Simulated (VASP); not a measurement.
# AlGaAs2: single point with PBEsol

The system is AlGaAs2.

```
Al As Ga
1.0
     3.74673    0.00000    0.00000
     0.00000    3.74673    0.00000
     0.00000    0.00000    5.30000
Al As Ga
1 2 1
Direct
  0.00000 0.00000 0.00000
  0.00000 0.00000 0.50000
  0.50000 0.50000 0.00000
  0.50000 0.50000 0.50000
```

```yaml
Program: VASP 6.6.1
Task: single point
Functional: PBEsol
Potentials_or_basis: VASP PAW PBE potentials, release 64 (Al, As, Ga_d)
Cutoff: 520 eV
k_mesh: 6 × 6 × 4
Occupations: fermi-dirac, width 0.02 eV
Spin: no spin polarisation
```

```
Pressure               : -0.9 GPa
Band gap on the k mesh : zero (bands 13 and 14 overlap by 3.07 eV)
```

Stress tensor (GPa, compression positive):
```
-0.93  0.00  0.00
 0.00 -0.93  0.00
 0.00  0.00 -0.84
```

Levels at points of the mesh, in eV from the Fermi level:
```csv
k point,band 11,band 12,band 13,band 14,band 15,band 16
"(0.00, 0.00, 0.00)",-2.70,0.07,0.07,0.09,1.11,2.74
"(0.50, 0.00, 0.00)",-3.48,-0.61,-0.15,1.82,2.02,3.99
"(0.50, 0.50, 0.00)",-2.70,-2.70,-2.70,-2.66,-2.11,2.80
"(0.00, 0.00, 0.50)",-1.70,-1.53,-1.53,0.31,0.83,3.50
"(0.50, 0.00, 0.50)",-0.29,0.13,0.26,2.67,2.71,2.89
"(0.50, 0.50, 0.50)",-4.75,-4.63,-4.63,2.58,2.71,4.12
```

It took 46 s on 1 thread of Intel Xeon 8259CL, on a shared host, peak memory 0.21 GiB.

Caveat: the PAW data sets were made with another functional, which shifts forces and pressure a little.
